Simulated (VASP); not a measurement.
# Si (Imma) in VASP: notebook, part 2 of 2

VASP 6.6.1. Earlier steps stand in the parts before.

**4. Single point, PBE**

Input file INCAR:

```
  ALGO = Normal
  EDIFF = 1E-6
  ENCUT = 500
  GGA = PE
  GGA_COMPAT = F
  ISIF = 2
  ISMEAR = 0
  LASPH = T
  LCHARG = F
  LREAL = F
  LWAVE = F
  NBANDS = 11
  NELM = 120
  PREC = Accurate
  SIGMA = 0.01
```

Input file KPOINTS:

```
k-points
0
Gamma
  6 6 6
```

Input file POSCAR:

```
Si
1.0
    0.0000000000      2.7135600000      2.7135600000
    2.7135600000      0.0000000000      2.7135600000
    2.7135600000      2.7135600000      0.0000000000
Si
2
Direct
    0.7500000000      0.7500000000      0.7500000000
    0.5018425979      0.4981574021      0.5018425979
```

Potentials or basis: VASP PAW PBE potentials, release 64 (Si).

Launch:

```sh
> cat potpaw_PBE.64/Si/POTCAR > POTCAR
> mpirun -np 1 vasp_std > vasp.out
```

OUTCAR:

```text
EDIFF = 1E-6
   ENCUT = 500
   GGA = PE
   ISIF = 2
   ISMEAR = 0
   LASPH = T
   LREAL = F
   NELM = 120
   PREC = Accurate

 ion  position               nearest neighbor table
   1  0.750  0.750  0.750-   2 2.34   2 2.34   2 2.36   2 2.36
   2  0.502  0.498  0.502-   1 2.34   1 2.34   1 2.36   1 2.36

  LATTYP: Found a face centered cubic cell.
 ALAT       =     5.4271200000

  Lattice vectors:

 A1 = (   0.0000000000,   2.7135600000,   2.7135600000)
[... 524 lines left out ...]
------------------------ aborting loop because EDIFF is reached ----------------------------------------

  FORCE on cell =-STRESS in cart. coord.  units (eV):
  Direction    XX          YY          ZZ          XY          YZ          ZX
  --------------------------------------------------------------------------------------
  -------------------------------------------------------------------------------------
  Total        0.5534711      0.5518193      0.5534711      0.0000000      0.0000000      0.0990120
  in kB       22.1899985     22.1237746     22.1899985      0.0000000      0.0000000      3.9696328
  external PRESSURE =      22.1679238 kB  Pullay stress =       0.0000000 kB

 VOLUME and BASIS-vectors are now :
 -----------------------------------------------------------------------------
  energy-cutoff  :      500.00
  volume of cell :       39.96
      direct lattice vectors                 reciprocal lattice vectors
     0.000000000  2.713560000  2.713560000    -0.184259792  0.184259792  0.184259792
     2.713560000  0.000000000  2.713560000     0.184259792 -0.184259792  0.184259792
     2.713560000  2.713560000  0.000000000     0.184259792  0.184259792 -0.184259792

 POSITION                                       TOTAL-FORCE (eV/Angst)
 -----------------------------------------------------------------------------------
      4.07034      4.07034      4.07034         0.000000      0.137229      0.000000
      2.71356      2.72356      2.71356        -0.000000     -0.137229     -0.000000
 -----------------------------------------------------------------------------------
    total drift:                               -0.000000     -0.000000     -0.000000

  FREE ENERGIE OF THE ION-ELECTRON SYSTEM (eV)
  ---------------------------------------------------
  free  energy   TOTEN  =       -10.8191675111 eV

  energy  without entropy=      -10.8191675111  energy(sigma->0) =      -10.81916751
```

OSZICAR:

```text
N       E                     dE             d eps       ncg     rms          rms(c)
DAV:   1     0.802347605029E+01    0.80235E+01   -0.32144E+03  1012   0.570E+02
DAV:   2    -0.104516398307E+02   -0.18475E+02   -0.17771E+02  1357   0.863E+01
DAV:   3    -0.110006219678E+02   -0.54898E+00   -0.54784E+00  1315   0.130E+01
DAV:   4    -0.110044956051E+02   -0.38736E-02   -0.38733E-02  1205   0.139E+00
DAV:   5    -0.110045319217E+02   -0.36317E-04   -0.36316E-04  1278   0.123E-01    0.491E+00
DAV:   6    -0.108761205947E+02    0.12841E+00   -0.72901E-02  1165   0.111E+00    0.300E+00
DAV:   7    -0.108175911332E+02    0.58529E-01   -0.14047E-01  1189   0.166E+00    0.188E-01
DAV:   8    -0.108189263222E+02   -0.13352E-02   -0.61282E-03  1165   0.423E-01    0.819E-02
DAV:   9    -0.108191404112E+02   -0.21409E-03   -0.20381E-04  1320   0.871E-02    0.599E-02
DAV:  10    -0.108191668780E+02   -0.26467E-04   -0.22858E-05  1166   0.275E-02    0.582E-03
DAV:  11    -0.108191675111E+02   -0.63307E-06   -0.21609E-06  1294   0.764E-03
   1 F= -.10819168E+02 E0= -.10819168E+02  d E =-.382555E-67
```

stdout:

```text
POSCAR found type information on POSCAR Si
 POSCAR found :  1 types and       2 ions
 scaLAPACK will be used
 LDA part: xc-table for (Slater+PW92), standard interpolation
 POSCAR, INCAR and KPOINTS ok, starting setup
 FFT: planning ... GRIDC
 FFT: planning ... GRID_SOFT
 FFT: planning ... GRID
 WAVECAR not read
 entering main loop
```

Wall time 8.2 s (1 thread of AMD EPYC 9R45 (Zen 5), shared host); peak memory 0.12 GiB.

Results:

```yaml
Free_energy: -10.8192 eV
Pressure: 2.2 GPa
Largest_force: 0.137 eV/Å
Band_gap_on_the_k_mesh: 0.63 eV (least direct gap 2.49 eV)
```

Forces on the atoms (eV/Å):
```
Si   0.000  0.137  0.000
Si   0.000 -0.137  0.000
```

A k mesh can miss the band edges. Expect the measured gap to be larger: semilocal functionals such as PBE lack the derivative discontinuity.

**5. Single point, PBE**

Input file INCAR:

```
SYSTEM = Si
PREC = Accurate
ENCUT = 500
EDIFF = 1E-6
ISMEAR = 0
SIGMA = 0.01
LREAL = .FALSE.
LASPH = .TRUE.
NELM = 120
ALGO = Normal
ISIF = 2
LWAVE = .FALSE.
LCHARG = .TRUE.
GGA = PE
LELF = .TRUE.
LVHAR = .TRUE.
NBANDS = 11
GGA_COMPAT = .FALSE.
```

Input file KPOINTS:

```
regular mesh
0
G
  6 6 6
  0 0 0
```

POSCAR: that of step 4 with these lines changed.

```diff
@@ -9,2 +9,2 @@
     0.7500000000      0.7500000000      0.7500000000
-    0.5018425979      0.4981574021      0.5018425979
+    0.5036851958      0.4963148042      0.5036851958
```

Potentials or basis: VASP PAW PBE potentials, release 64 (Si).

Launch:

```sh
> cat potpaw_PBE.64/Si/POTCAR > POTCAR
> mpirun -np 1 vasp_std > vasp.out
```

OUTCAR:

```text
SYSTEM = Si
   PREC = Accurate
   ENCUT = 500
   EDIFF = 1E-6
   ISMEAR = 0
   LREAL = .FALSE.
   LASPH = .TRUE.
   NELM = 120
   ISIF = 2
   GGA = PE

 ion  position               nearest neighbor table
   1  0.750  0.750  0.750-   2 2.34   2 2.34   2 2.36   2 2.36
   2  0.504  0.496  0.504-   1 2.34   1 2.34   1 2.36   1 2.36

  LATTYP: Found a face centered cubic cell.
 ALAT       =     5.4271200000

  Lattice vectors:

 A1 = (   0.0000000000,   2.7135600000,   2.7135600000)
[... 523 lines left out ...]

------------------------ aborting loop because EDIFF is reached ----------------------------------------

  FORCE on cell =-STRESS in cart. coord.  units (eV):
  Direction    XX          YY          ZZ          XY          YZ          ZX
  --------------------------------------------------------------------------------------
  -------------------------------------------------------------------------------------
  Total        0.5577811      0.5511742      0.5577811      0.0000000      0.0000000      0.1980633
  in kB       22.3627947     22.0979110     22.3627947      0.0000000      0.0000000      7.9408368
  external PRESSURE =      22.2745001 kB  Pullay stress =       0.0000000 kB

 VOLUME and BASIS-vectors are now :
 -----------------------------------------------------------------------------
  energy-cutoff  :      500.00
  volume of cell :       39.96
      direct lattice vectors                 reciprocal lattice vectors
     0.000000000  2.713560000  2.713560000    -0.184259792  0.184259792  0.184259792
     2.713560000  0.000000000  2.713560000     0.184259792 -0.184259792  0.184259792
     2.713560000  2.713560000  0.000000000     0.184259792  0.184259792 -0.184259792

 POSITION                                       TOTAL-FORCE (eV/Angst)
 -----------------------------------------------------------------------------------
      4.07034      4.07034      4.07034         0.000000      0.274377      0.000000
      2.71356      2.73356      2.71356         0.000000     -0.274377      0.000000
 -----------------------------------------------------------------------------------
    total drift:                               -0.000000     -0.000001     -0.000000

  FREE ENERGIE OF THE ION-ELECTRON SYSTEM (eV)
  ---------------------------------------------------
  free  energy   TOTEN  =       -10.8171092334 eV

  energy  without entropy=      -10.8171092334  energy(sigma->0) =      -10.81710923
```

OSZICAR:

```text
N       E                     dE             d eps       ncg     rms          rms(c)
DAV:   1     0.802642577117E+01    0.80264E+01   -0.32144E+03  1012   0.570E+02
DAV:   2    -0.104467079003E+02   -0.18473E+02   -0.17774E+02  1349   0.863E+01
DAV:   3    -0.109986021781E+02   -0.55189E+00   -0.55074E+00  1324   0.131E+01
DAV:   4    -0.110025017135E+02   -0.38995E-02   -0.38992E-02  1202   0.140E+00
DAV:   5    -0.110025381760E+02   -0.36463E-04   -0.36462E-04  1301   0.124E-01    0.491E+00
DAV:   6    -0.108740785055E+02    0.12846E+00   -0.72974E-02  1171   0.111E+00    0.300E+00
DAV:   7    -0.108155327850E+02    0.58546E-01   -0.14060E-01  1186   0.166E+00    0.188E-01
DAV:   8    -0.108168686381E+02   -0.13359E-02   -0.61388E-03  1177   0.423E-01    0.819E-02
DAV:   9    -0.108170819716E+02   -0.21333E-03   -0.20230E-04  1314   0.869E-02    0.600E-02
DAV:  10    -0.108171086098E+02   -0.26638E-04   -0.23108E-05  1184   0.276E-02    0.586E-03
DAV:  11    -0.108171092334E+02   -0.62363E-06   -0.21385E-06  1280   0.763E-03
   1 F= -.10817109E+02 E0= -.10817109E+02  d E =-.110688E-36
```

Wall time 8.8 s (1 thread of AMD EPYC 9R45 (Zen 5), shared host); peak memory 0.12 GiB.

Results:

```
Free energy            : -10.8171 eV
Pressure               : 2.2 GPa
Largest force          : 0.274 eV/Å
Band gap on the k mesh : 0.56 eV (least direct gap 2.41 eV)
```

Forces on the atoms (eV/Å):
```
Si   0.000  0.274  0.000
Si   0.000 -0.274  0.000
```

Stress tensor (GPa, compression positive):
```
2.24 0.00 0.79
0.00 2.21 0.00
0.79 0.00 2.24
```

A k mesh can miss the band edges. PBE gaps usually lie below the measured ones, often by a third to a half.
